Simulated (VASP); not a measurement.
# ZrSi3 (Pm-3m) in VASP: further runs

Aim: see how the results for ZrSi3 move with the level of theory and the settings. Levels: PBE, PBEsol, LDA. Tasks: single point.

Program: VASP 6.6.1. These are calculated values, not measurements. Logs are shortened: lines on timing, memory, paths and dates and some standing lists are left out, and cuts for length are marked.

## Step 1: The cell of the first run

It takes space group Pm-3m (No. 221, cubic). The conventional cell has a = 3.990 Å, b = 3.990 Å, c = 3.990 Å, α = 90.00°, β = 90.00°, γ = 90.00°. Zr (site symmetry m-3m) has 12 Si at 2.82 Å within 3.7 Å. Si (site symmetry 4/mmm) has 4 Zr at 2.82 Å and 8 Si at 2.82 Å within 3.7 Å.

## Step 2: Single point, PBE

INCAR reads:

```
SYSTEM = ZrSi3
PREC = Accurate
ENCUT = 520
EDIFF = 1E-6
ISMEAR = 0
SIGMA = 0.05
LREAL = .FALSE.
LASPH = .TRUE.
NELM = 100
ALGO = Normal
ISIF = 2
LWAVE = .FALSE.
LCHARG = .FALSE.
GGA = PE
NBANDS = 20
```

KPOINTS reads:

```
Automatic mesh
0
Gamma
  8 8 8
  0.5 0.5 0.5
```

POSCAR reads:

```
ZrSi3
1.0
    3.9899433751      0.0000000000      0.0000000000
    0.0000000000      3.9899433751      0.0000000000
    0.0000000000      0.0000000000      3.9899433751
Zr Si
1 3
Direct
    0.0000000000      0.0000000000      0.0000000000
    0.0000000000      0.5000000000      0.5000000000
    0.5000000000      0.5000000000      0.0000000000
    0.5000000000      0.0000000000      0.5000000000
```

Potentials or basis: VASP PAW PBE potentials, release 64 (Zr_sv, Si).

The run is started by

```console
> cat potpaw_PBE.64/Zr_sv/POTCAR potpaw_PBE.64/Si/POTCAR > POTCAR
> mpirun -np 1 vasp_std > vasp.out
```

OUTCAR:

```text
SYSTEM = ZrSi3
   PREC = Accurate
   ENCUT = 520
   EDIFF = 1E-6
   ISMEAR = 0
   LREAL = .FALSE.
   LASPH = .TRUE.
   NELM = 100
   ISIF = 2
   GGA = PE

 ion  position               nearest neighbor table
   1  0.000  0.000  0.000-   2 2.82   3 2.82   4 2.82   2 2.82   4 2.82   2 2.82   3 2.82   2 2.82
                             3 2.82   4 2.82   4 2.82   3 2.82
   2  0.000  0.500  0.500-   1 2.82   3 2.82   4 2.82   1 2.82   3 2.82   1 2.82   4 2.82   1 2.82
                             3 2.82   4 2.82   3 2.82   4 2.82
   3  0.500  0.500  0.000-   1 2.82   2 2.82   4 2.82   2 2.82   4 2.82   1 2.82   4 2.82   4 2.82
                             1 2.82   2 2.82   2 2.82   1 2.82
   4  0.500  0.000  0.500-   1 2.82   2 2.82   3 2.82   1 2.82   3 2.82   2 2.82   3 2.82   3 2.82
                             1 2.82   2 2.82   1 2.82   2 2.82

  LATTYP: Found a simple cubic cell.
 ALAT       =     3.9899433751

  Lattice vectors:

 A1 = (   3.9899433751,   0.0000000000,   0.0000000000)
 A2 = (   0.0000000000,   3.9899433751,   0.0000000000)
 A3 = (   0.0000000000,   0.0000000000,   3.9899433751)

Analysis of symmetry for initial positions (statically):
=====================================================================
 Subroutine PRICEL returns:
 Original cell was already a primitive cell.

 Routine SETGRP: Setting up the symmetry group for a
 simple cubic supercell.

 Subroutine GETGRP returns: Found 48 space group operations
 (whereof 48 operations were pure point group operations)
 out of a pool of 48 trial point group operations.

The static configuration has the point symmetry O_h .

Analysis of symmetry for dynamics (positions and initial velocities):
=====================================================================
 Subroutine PRICEL returns:
 Original cell was already a primitive cell.

 Routine SETGRP: Setting up the symmetry group for a
 simple cubic supercell.

 Subroutine GETGRP returns: Found 48 space group operations
 (whereof 48 operations were pure point group operations)
 out of a pool of 48 trial point group operations.

The dynamic configuration has the point symmetry O_h .

 Subroutine INISYM returns: Found 48 space group operations
 (whereof 48 operations are pure point group operations),
 and found     1 'primitive' translations

----------------------------------------------------------------------------------------

                                     Primitive cell

  volume of cell :      63.5185

  direct lattice vectors                    reciprocal lattice vectors
     3.989943375  0.000000000  0.000000000     0.250630123  0.000000000  0.000000000
[... 90 lines left out ...]
   NFREE  =      0    steps in history (QN), initial steepest desc. (CG)
   ISIF   =      2    stress and relaxation
   ISYM   =      2    0-nonsym 1-usesym 2-fastsym
   POTIM  = 0.5000    time-step for ionic-motion
   TEBEG  =    0.0;   TEEND  =   0.0 temperature during run
   PSTRESS=    0.0 pullay stress
   NELECT =      24.0000    total number of electrons
   NUPDOWN=      -1.0000    fix difference up-down
   EMIN   =  10.00;   EMAX   =-10.00  energy-range for DOS
   EFERMI =   0.00;   METHOD = LEGACY
   ISMEAR =     0;   SIGMA  =   0.05  broadening in eV -4-tet -1-fermi 0-gaus
   EFERMI_NEDOS =   21; number of points for ismear=-14 and -15
   IALGO  =     38    algorithm
   IMIX   =      4    mixing-type and parameters
     AMIX     =   0.40;   BMIX     =  1.00
     AMIX_MAG =   1.60;   BMIX_MAG =  1.00
  volume/ion in A,a.u.               =      15.88       107.16
  Fermi-wavevector in a.u.,A,eV,Ry     =   1.183528  2.236543 19.058203  1.400738
  Thomas-Fermi vector in A             =   2.319761
   LORBIT       =      0    0 simple, 1 ext, 2 COOP (PROOUT), +10 PAW based schemes
   GGA     = PE    functional components
   LHFCALC =     F    Hartree Fock is set to
   AEXX    =    0.0000 exact exchange contribution
   IVDW    =     0    specifies the selected vdW correction
   LEPSILON=     F    determine dielectric tensor
   LRPA    =     F    only Hartree local field effects (RPA)
 non-spin polarized calculation
 Gauss-broadening in eV      SIGMA  =   0.05
  energy-cutoff  :      520.00
  volume of cell :       63.52
 maximum number of plane-waves:      1743
 NGX is ok and might be reduce to    30
   NGX = 15   NGY = 15   NGZ = 15

 number of electron      24.0000001 magnetization

 Free energy of the ion-electron system (eV)
  ---------------------------------------------------
  ext. energy  EPLUGINS =         0.00000000
  ---------------------------------------------------
  free energy    TOTEN  =       -25.30330083 eV

  energy without entropy =      -25.30003264  energy(sigma->0) =      -25.30166674

 E-fermi :  10.6119     XC(G=0): -11.3719

 val. band max:       10.6045976425   @ k =   0.0625   0.0625   0.0625
 cond. band min:      10.7160845800   @ k =   0.4375   0.3125   0.0625
 fundamental gap:      0.1114869375
 Fermi energy:        10.6118526264

 k-point     1 :       0.0625    0.0625    0.0625
  band No.  band energies     occupation
      1     -38.6979      2.00000
      2     -16.8041      2.00000
      3     -16.8033      2.00000
      4     -16.8033      2.00000
      5      -2.2167      2.00000
      6       4.4612      2.00000
[... 449 lines left out ...]
     19      17.0883      0.00000
     20      17.0883      0.00000

------------------------ aborting loop because EDIFF is reached ----------------------------------------

  FORCE on cell =-STRESS in cart. coord.  units (eV):
  Direction    XX          YY          ZZ          XY          YZ          ZX
  --------------------------------------------------------------------------------------
  -------------------------------------------------------------------------------------
  Total       -0.0788157     -0.0788157     -0.0788157     -0.0000000      0.0000000     -0.0000000
  in kB       -1.9880302     -1.9880302     -1.9880302     -0.0000000      0.0000000     -0.0000000
  external PRESSURE =      -1.9880302 kB  Pullay stress =       0.0000000 kB

 VOLUME and BASIS-vectors are now :
 -----------------------------------------------------------------------------
  energy-cutoff  :      520.00
  volume of cell :       63.52
      direct lattice vectors                 reciprocal lattice vectors
     3.989943375  0.000000000  0.000000000     0.250630123  0.000000000  0.000000000
     0.000000000  3.989943375  0.000000000     0.000000000  0.250630123  0.000000000
     0.000000000  0.000000000  3.989943375     0.000000000  0.000000000  0.250630123

 POSITION                                       TOTAL-FORCE (eV/Angst)
 -----------------------------------------------------------------------------------
      0.00000      0.00000      0.00000         0.000000      0.000000      0.000000
      0.00000      1.99497      1.99497         0.000000      0.000000      0.000000
      1.99497      1.99497      0.00000         0.000000      0.000000      0.000000
      1.99497      0.00000      1.99497         0.000000      0.000000      0.000000
 -----------------------------------------------------------------------------------
    total drift:                               -0.000000     -0.000000      0.000000

  FREE ENERGIE OF THE ION-ELECTRON SYSTEM (eV)
  ---------------------------------------------------
  free  energy   TOTEN  =       -25.3033008296 eV

  energy  without entropy=      -25.3000326425  energy(sigma->0) =      -25.30166674
```

stdout:

```text
POSCAR found type information on POSCAR ZrSi
 POSCAR found :  2 types and       4 ions
 scaLAPACK will be used
 LDA part: xc-table for (Slater+PW92), standard interpolation
 POSCAR, INCAR and KPOINTS ok, starting setup
 FFT: planning ... GRIDC
 FFT: planning ... GRID_SOFT
 FFT: planning ... GRID
 WAVECAR not read
 entering main loop
```

Run time: 34 s. Hardware: 1 thread of AMD EPYC 7R13, shared host; peak memory 0.14 GiB.

Results:

```
Free energy            : -25.3033 eV
Pressure               : -0.2 GPa
Band gap on the k mesh : zero (bands 12 and 13 overlap by 1.75 eV)
```

## Step 3: Single point, PBEsol

INCAR reads:

```
PREC = Accurate ; ENCUT = 520
EDIFF = 1E-6 ; ISMEAR = 0
SIGMA = 0.05 ; LREAL = False
LASPH = True ; NELM = 100
ALGO = Normal ; ISIF = 2
LWAVE = False ; LCHARG = False
GGA = PS ; NBANDS = 20
```

KPOINTS reads:

```
Automatic mesh
0
Gamma
  8 8 8
```

POSCAR is that of step 2.

Potentials or basis: VASP PAW PBE potentials, release 64 (Zr_sv, Si).

The run is started by

```console
> cat potpaw_PBE.64/Zr_sv/POTCAR potpaw_PBE.64/Si/POTCAR > POTCAR
> mpirun -np 1 vasp_std > vasp.out
```

Wall time 64 s (1 thread of AMD EPYC 7R13, shared host); peak memory 0.16 GiB.

Results (log left out):

```yaml
Free_energy: -27.3000 eV
Pressure: -3.3 GPa
Band_gap_on_the_k_mesh: zero (bands 12 and 13 overlap by 2.36 eV)
```

Levels at points of the mesh, in eV from the Fermi level:
| k point | band 10 | band 11 | band 12 | band 13 | band 14 | band 15 |
| --- | --- | --- | --- | --- | --- | --- |
| (0.00, 0.00, 0.00) | -4.01 | -0.25 | -0.25 | -0.25 | 0.50 | 2.08 |
| (0.50, 0.00, 0.00) | -3.64 | -0.94 | -0.94 | -0.12 | 0.21 | 0.48 |
| (0.50, 0.50, 0.00) | -3.04 | -1.08 | -0.99 | 0.76 | 0.76 | 1.06 |
| (0.50, 0.50, 0.50) | -4.70 | -4.70 | 0.47 | 1.69 | 1.69 | 3.41 |

Caveat: the cell stands under tension; the PAW data sets were made with another functional, which shifts forces and pressure a little.

(Continued in part 2 of 2.)
